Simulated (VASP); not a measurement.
# AlAs (F-43m) in VASP: single point with PBE

Aim: the single point of AlAs with PBE.

Everything below comes from runs of VASP 6.6.1. Logs are shortened: lines on timing, memory, paths and dates and some standing lists are left out, and cuts for length are marked.

## (1) The cell of the first run

The structure is cubic, space group F-43m (No. 216). Conventional cell: a = 5.737 Å, b = 5.737 Å, c = 5.737 Å, α = 90.00°, β = 90.00°, γ = 90.00°. Al (site symmetry -43m) has 4 As at 2.48 Å within 3.3 Å. Within 3.3 Å of As (site symmetry -43m) lie 4 Al at 2.48 Å.

## (2) Single point, PBE

INCAR

```
SYSTEM = AlAs
PREC     = Accurate       ! precision mode
ENCUT    = 500            ! plane-wave cutoff, eV
EDIFF    = 1E-6           ! SCF threshold, eV
ISMEAR   = -1             ! smearing method
SIGMA    = 0.1            ! smearing width, eV
LREAL    = .False.        ! projectors in reciprocal space
LASPH    = .True.         ! aspherical terms in the spheres
NELM     = 120            ! most SCF steps
ALGO     = Normal         ! electronic algorithm
ISIF     = 2              ! what is computed and relaxed
LWAVE    = .False.        ! write WAVECAR
LCHARG   = .False.        ! write CHGCAR
GGA      = PE             ! functional
NBANDS   = 11             ! bands
GGA_COMPAT= .False.
```

KPOINTS

```
Automatic mesh
0
Gamma
  8 8 8
  0 0 0
```

POSCAR

```
AlAs
1.0
    0.0000000000      2.8686480000      2.8686480000
    2.8686480000      0.0000000000      2.8686480000
    2.8686480000      2.8686480000      0.0000000000
Al As
1 1
Direct
    0.0000000000      0.0000000000      0.0000000000
    0.2500000000      0.2500000000      0.2500000000
```

Potentials or basis: VASP PAW PBE potentials, release 64 (Al, As).

Command:

```
$ cat potpaw_PBE.64/Al/POTCAR potpaw_PBE.64/As/POTCAR > POTCAR
$ mpirun -np 1 vasp_std > vasp.out
```

OUTCAR:

```text
SYSTEM = AlAs
   PREC = Accurate
   ENCUT = 500
   EDIFF = 1E-6
   ISMEAR = -1
   LREAL = .False.
   LASPH = .True.
   NELM = 120
   ISIF = 2
   GGA = PE

 ion  position               nearest neighbor table
   1  0.000  0.000  0.000-   2 2.48   2 2.48   2 2.48   2 2.48
   2  0.250  0.250  0.250-   1 2.48   1 2.48   1 2.48   1 2.48

  LATTYP: Found a face centered cubic cell.
 ALAT       =     5.7372960000

  Lattice vectors:

 A1 = (   0.0000000000,   2.8686480000,   2.8686480000)
 A2 = (   2.8686480000,   0.0000000000,   2.8686480000)
 A3 = (   2.8686480000,   2.8686480000,   0.0000000000)

Analysis of symmetry for initial positions (statically):
=====================================================================
 Subroutine PRICEL returns:
 Original cell was already a primitive cell.

 Routine SETGRP: Setting up the symmetry group for a
 face centered cubic supercell.

 Subroutine GETGRP returns: Found 24 space group operations
 (whereof 24 operations were pure point group operations)
 out of a pool of 48 trial point group operations.

The static configuration has the point symmetry T_d .

Analysis of symmetry for dynamics (positions and initial velocities):
=====================================================================
 Subroutine PRICEL returns:
 Original cell was already a primitive cell.

 Routine SETGRP: Setting up the symmetry group for a
 face centered cubic supercell.

 Subroutine GETGRP returns: Found 24 space group operations
 (whereof 24 operations were pure point group operations)
 out of a pool of 48 trial point group operations.

The dynamic configuration has the point symmetry T_d .

 Subroutine INISYM returns: Found 24 space group operations
 (whereof 24 operations are pure point group operations),
 and found     1 'primitive' translations

----------------------------------------------------------------------------------------

                                     Primitive cell

  volume of cell :      47.2130

  direct lattice vectors                    reciprocal lattice vectors
     0.000000000  2.868648000  2.868648000    -0.174298136  0.174298136  0.174298136
     2.868648000  0.000000000  2.868648000     0.174298136 -0.174298136  0.174298136
     2.868648000  2.868648000  0.000000000     0.174298136  0.174298136 -0.174298136

  length of vectors
     4.056880907  4.056880907  4.056880907     0.301893228  0.301893228  0.301893228

  position of ions in fractional coordinates (direct lattice)
     0.000000000  0.000000000  0.000000000
     0.250000000  0.250000000  0.250000000

  ion indices of the primitive-cell ions
   primitive index   ion index
                 1           1
                 2           2

----------------------------------------------------------------------------------------

 KPOINTS: Automatic mesh

Automatic generation of k-mesh.
 Grid dimensions read from file:
 generate k-points for:    8    8    8

 Generating k-lattice:

  Cartesian coordinates                     Fractional coordinates (reciprocal lattice)
    -0.021787267  0.021787267  0.021787267     0.125000000  0.000000000  0.000000000
     0.021787267 -0.021787267  0.021787267     0.000000000  0.125000000  0.000000000
     0.021787267  0.021787267 -0.021787267     0.000000000  0.000000000  0.125000000

  Length of vectors
     0.037736653  0.037736653  0.037736653

  Shift w.r.t. Gamma in fractional coordinates (k-lattice)
     0.000000000  0.000000000  0.000000000

 Subroutine IBZKPT returns following result:
 ===========================================

 Found     29 irreducible k-points:

 Following reciprocal coordinates:
            Coordinates               Weight
  0.000000  0.000000  0.000000      1.000000
  0.125000  0.000000  0.000000      8.000000
  0.250000  0.000000  0.000000      8.000000
  0.375000  0.000000  0.000000      8.000000
  0.500000  0.000000  0.000000      4.000000
  0.125000  0.125000  0.000000      6.000000
[... 16 lines left out ...]
  0.500000  0.250000  0.125000     48.000000
 -0.375000  0.250000  0.125000     24.000000
 [... further k-points ...]
   k-points           NKPTS =     29   k-points in BZ     NKDIM =     29   number of bands    NBANDS=     11
   number of dos      NEDOS =    301   number of ions     NIONS =      2
   total plane-waves  NPLWV =  27000
   dimension x,y,z NGX =    30 NGY =   30 NGZ =   30
   dimension x,y,z NGXF=    60 NGYF=   60 NGZF=   60
   ions per type =               1   1
   NGX,Y,Z   is equivalent  to a cutoff of  12.29, 12.29, 12.29 a.u.
   NGXF,Y,Z  is equivalent  to a cutoff of  24.59, 24.59, 24.59 a.u.
 SYSTEM =  AlAs
   PREC   = accura    normal or accurate (medium, high low for compatibility)
   ISTART =      0    job   : 0-new  1-cont  2-samecut
   ICHARG =      2    charge: 1-file 2-atom 10-const
   ISPIN  =      1    spin polarized calculation?
   LNONCOLLINEAR =      F non collinear calculations
   LSORBIT =      F    spin-orbit coupling
   LASPH  =      T    aspherical Exc in radial PAW
   ENCUT  =  500.0 eV  36.75 Ry    6.06 a.u.   7.40  7.40  7.40*2*pi/ulx,y,z
   NELM   =    120;   NELMIN=  2; NELMDL= -5     # of ELM steps
   EDIFF  = 0.1E-05   stopping-criterion for ELM
   LREAL  =      F    real-space projection
   EDIFFG = 0.1E-04   stopping-criterion for IOM
   NSW    =      0    number of steps for IOM
   IBRION =     -1    ionic relax: 0-MD 1-quasi-New 2-CG
   NFREE  =      0    steps in history (QN), initial steepest desc. (CG)
   ISIF   =      2    stress and relaxation
   ISYM   =      2    0-nonsym 1-usesym 2-fastsym
   POTIM  = 0.5000    time-step for ionic-motion
   TEBEG  =    0.0;   TEEND  =   0.0 temperature during run
   PSTRESS=    0.0 pullay stress
   NELECT =       8.0000    total number of electrons
   NUPDOWN=      -1.0000    fix difference up-down
   EMIN   =  10.00;   EMAX   =-10.00  energy-range for DOS
   EFERMI =   0.00;   METHOD = LEGACY
   ISMEAR =    -1;   SIGMA  =   0.10  broadening in eV -4-tet -1-fermi 0-gaus
   EFERMI_NEDOS =   21; number of points for ismear=-14 and -15
   IALGO  =     38    algorithm
   IMIX   =      4    mixing-type and parameters
     AMIX     =   0.40;   BMIX     =  1.00
     AMIX_MAG =   1.60;   BMIX_MAG =  1.00
  volume/ion in A,a.u.               =      23.61       159.30
  Fermi-wavevector in a.u.,A,eV,Ry     =   0.905908  1.711918 11.165891  0.820670
  Thomas-Fermi vector in A             =   2.029533
   LORBIT       =      0    0 simple, 1 ext, 2 COOP (PROOUT), +10 PAW based schemes
   GGA     = PE    functional components
   LHFCALC =     F    Hartree Fock is set to
   AEXX    =    0.0000 exact exchange contribution
   IVDW    =     0    specifies the selected vdW correction
   LEPSILON=     F    determine dielectric tensor
   LRPA    =     F    only Hartree local field effects (RPA)
 non-spin polarized calculation
  energy-cutoff  :      500.00
  volume of cell :       47.21
 maximum number of plane-waves:      1243
 NGX is ok and might be reduce to    30
   NGX = 15   NGY = 15   NGZ = 15

 number of electron       7.9999999 magnetization

 Free energy of the ion-electron system (eV)
  ---------------------------------------------------
  ext. energy  EPLUGINS =         0.00000000
  ---------------------------------------------------
  free energy    TOTEN  =        -9.38800102 eV

  energy without entropy =       -9.38797683  energy(sigma->0) =       -9.38798893

 E-fermi :   4.3493     XC(G=0):  -8.8856

 val. band max:        3.5535197938   @ k =   0.0000   0.0000   0.0000
 cond. band min:       5.0559226476   @ k =   0.5000   0.5000   0.0000
 fundamental gap:      1.5024028538
 Fermi energy:         4.3493205423

 k-point     1 :       0.0000    0.0000    0.0000
  band No.  band energies     occupation
      1      -8.0908      2.00000
      2       3.5535      1.99930
      3       3.5535      1.99930
      4       3.5535      1.99930
      5       5.2979      0.00015
      6       7.7721      0.00000
      7       7.7721      0.00000
      8       7.7721      0.00000
      9      12.2105      0.00000
     10      12.4862      0.00000
     11      12.4862      0.00000

 k-point     2 :       0.1250    0.0000    0.0000
  band No.  band energies     occupation
      1      -7.9457      2.00000
      2       2.1289      2.00000
      3       3.3987      1.99985
      4       3.3987      1.99985
      5       6.1052      0.00000
      6       8.0439      0.00000
      7       8.0439      0.00000
      8       8.1229      0.00000
      9      11.9069      0.00000
     10      11.9069      0.00000
     11      12.9301      0.00000

 k-point     3 :       0.2500    0.0000    0.0000
  band No.  band energies     occupation
      1      -7.5449      2.00000
      2       0.2375      2.00000
      3       3.0920      1.99999
      4       3.0920      1.99999
      5       6.0003      0.00000
      6       8.3892      0.00000
      7       8.3892      0.00000
      8       9.7720      0.00000
      9      11.7959      0.00000
     10      11.7959      0.00000
     11      12.8296      0.00000

 k-point     4 :       0.3750    0.0000    0.0000
  band No.  band energies     occupation
      1      -7.0318      2.00000
      2      -1.2424      2.00000
      3       2.8460      2.00000
      4       2.8460      2.00000
      5       5.6738      0.00000
      6       8.3065      0.00000
      7       8.3065      0.00000
      8      11.1284      0.00000
      9      13.0312      0.00000
     10      13.0312      0.00000
     11      13.0402      0.00000
[... 239 lines left out ...]
 k-point    22 :       0.3750    0.2500    0.1250
  band No.  band energies     occupation
      1      -7.2107      2.00000
      2      -0.1503      2.00000
      3       1.6841      2.00000
      4       2.6145      2.00000
      5       7.1024      0.00000
      6       7.6305      0.00000
      7       8.8222      0.00000
      8       9.9317      0.00000
      9      11.5720      0.00000
     10      13.8070      0.00000
     11      15.3015      0.00000

 k-point    23 :       0.5000    0.2500    0.1250
  band No.  band energies     occupation
      1      -6.7507      2.00000
      2      -1.1131      2.00000
      3       1.1147      2.00000
      4       2.2521      2.00000
      5       7.1491      0.00000
      6       7.9289      0.00000
      7       9.2285      0.00000
      8      10.2875      0.00000
      9      12.6985      0.00000
     10      13.9026      0.00000
     11      15.5207      0.00000

 k-point    24 :      -0.3750    0.2500    0.1250
  band No.  band energies     occupation
      1      -6.5161      2.00000
      2      -1.5629      2.00000
      3       0.9639      2.00000
      4       2.0785      2.00000
      5       7.1204      0.00000
      6       7.7601      0.00000
      7      10.0728      0.00000
      8      11.0366      0.00000
      9      11.7533      0.00000
     10      14.3956      0.00000
     11      15.6081      0.00000

 [... further k-points ...]

------------------------ aborting loop because EDIFF is reached ----------------------------------------

  FORCE on cell =-STRESS in cart. coord.  units (eV):
  Direction    XX          YY          ZZ          XY          YZ          ZX
  --------------------------------------------------------------------------------------
  -------------------------------------------------------------------------------------
  Total       -0.0459847     -0.0459847     -0.0459847      0.0000000     -0.0000000     -0.0000000
  in kB       -1.5604954     -1.5604954     -1.5604954      0.0000000     -0.0000000     -0.0000000
  external PRESSURE =      -1.5604954 kB  Pullay stress =       0.0000000 kB

 VOLUME and BASIS-vectors are now :
 -----------------------------------------------------------------------------
  energy-cutoff  :      500.00
  volume of cell :       47.21
      direct lattice vectors                 reciprocal lattice vectors
     0.000000000  2.868648000  2.868648000    -0.174298136  0.174298136  0.174298136
     2.868648000  0.000000000  2.868648000     0.174298136 -0.174298136  0.174298136
     2.868648000  2.868648000  0.000000000     0.174298136  0.174298136 -0.174298136

 POSITION                                       TOTAL-FORCE (eV/Angst)
 -----------------------------------------------------------------------------------
      0.00000      0.00000      0.00000        -0.000000     -0.000000     -0.000000
      1.43432      1.43432      1.43432         0.000000      0.000000      0.000000
 -----------------------------------------------------------------------------------
    total drift:                               -0.000000     -0.000000     -0.000000

  FREE ENERGIE OF THE ION-ELECTRON SYSTEM (eV)
  ---------------------------------------------------
  free  energy   TOTEN  =        -9.3880010203 eV

  energy  without entropy=       -9.3879768319  energy(sigma->0) =       -9.38798893
```

Run time: 19 s. Hardware: 1 thread of Intel Xeon Platinum 8375C at 2.90GHz (Ice Lake), shared host; peak memory 0.17 GiB.

Results:

| Property | Result |
| --- | --- |
| Free energy | -9.3880 eV |
| Pressure | -0.2 GPa |
| Band gap on the k mesh | 1.50 eV, indirect (least direct gap 1.74 eV) |

Levels at points of the mesh, in eV from the valence-band top:
```csv
k point,band 2,band 3,band 4,band 5,band 6,band 7
"(0.00, 0.00, 0.00)",0.00,0.00,0.00,1.74,4.22,4.22
"(0.50, 0.00, 0.00)",-5.40,-0.80,-0.80,1.99,4.65,4.65
"(0.50, 0.50, 0.00)",-5.29,-2.09,-2.09,1.50,2.29,10.02
```
